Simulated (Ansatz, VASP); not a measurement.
## Hf in VASP and in Ansatz

File INCAR:

```
SYSTEM = Hf
  ALGO = Normal
  EDIFF = 1E-6
  ENCUT = 520
  GGA = PS
  ISIF = 2
  ISMEAR = -1
  LASPH = .True.
  LCHARG = .False.
  LREAL = .False.
  LWAVE = .False.
  NBANDS = 39
  NELM = 80
  PREC = Accurate
  SIGMA = 0.08
```

Contents of KPOINTS:

```
k-points
0
Gamma
  12 12 1
  0 0 0
```

The input POSCAR:

```
Hf
1.0
    3.1584504466      0.0000000000      0.0000000000
   -1.5792252233      2.7352983234      0.0000000000
    0.0000000000      0.0000000000     28.5045000000
Hf
6
Direct
    0.8333333333      0.1666666667      0.2841507141
    0.1666666667      0.8333333333      0.3665133320
    0.8333333333      0.1666666667      0.4567555169
    0.1666666667      0.8333333333      0.5432444830
    0.8333333333      0.1666666667      0.6334866686
    0.1666666667      0.8333333333      0.7158492855
```

Input for Ansatz:

```yaml
crystal:
  lattice:
    - [3.1584504466, 0.0, 0.0]
    - [-1.5792252233, 2.7352983234, 0.0]
    - [0.0, 0.0, 28.5045]
  atoms:
    - { symbol: Hf, position: [0.8333333333, 0.1666666667, 0.2841507141] }
    - { symbol: Hf, position: [0.1666666667, 0.8333333333, 0.366513332] }
    - { symbol: Hf, position: [0.8333333333, 0.1666666667, 0.4567555169] }
    - { symbol: Hf, position: [0.1666666667, 0.8333333333, 0.543244483] }
    - { symbol: Hf, position: [0.8333333333, 0.1666666667, 0.6334866686] }
    - { symbol: Hf, position: [0.1666666667, 0.8333333333, 0.7158492855] }
kpoints:
  mp_grid: { grid: [12, 12, 1] }
scf:
  occupations: { method: fermi_dirac, width: 0.08 }
hamiltonian:
  xc: pbesol
  pseudopotentials: { kind: paw }
output:
  forces: true
  stress: true
  eigenvalues: true
  core_levels:
    shells: { Hf: ["4f"] }
    counted_from: fermi_level
    add_spin: false
```

Alike in both runs: task single point; functional PBEsol; k mesh 12 × 12 × 1; occupations fermi-dirac, width 0.08 eV; no spin polarisation.

```csv
,VASP,Ansatz
version,VASP 6.6.1,Ansatz 0.2.0
potentials or method,"VASP PAW PBE potentials, release 64 (Hf_pv)","PAW with Ansatz's default frozen-core files, scalar-relativistic"
plane-wave cutoff (eV),520,420
valence electrons in the cell,60,156
```

Ansatz gave:

```
rms of the force components (eV/Å) : 0.001
```

Problem. What did VASP give for the same quantities?

Solution. rms of the force components (eV/Å): 0.017.

VASP's potentials were made for PBE, not for PBEsol. Atom by atom the forces differ by 0.017 eV/Å (rms over components). The functional is the same, so the differences come from potentials, cutoffs and numerics. VASP's potentials hold 60 valence electrons a cell and Ansatz's 156, so a difference there can come from the potentials and not from the codes.

Spin-orbit coupling is off throughout.
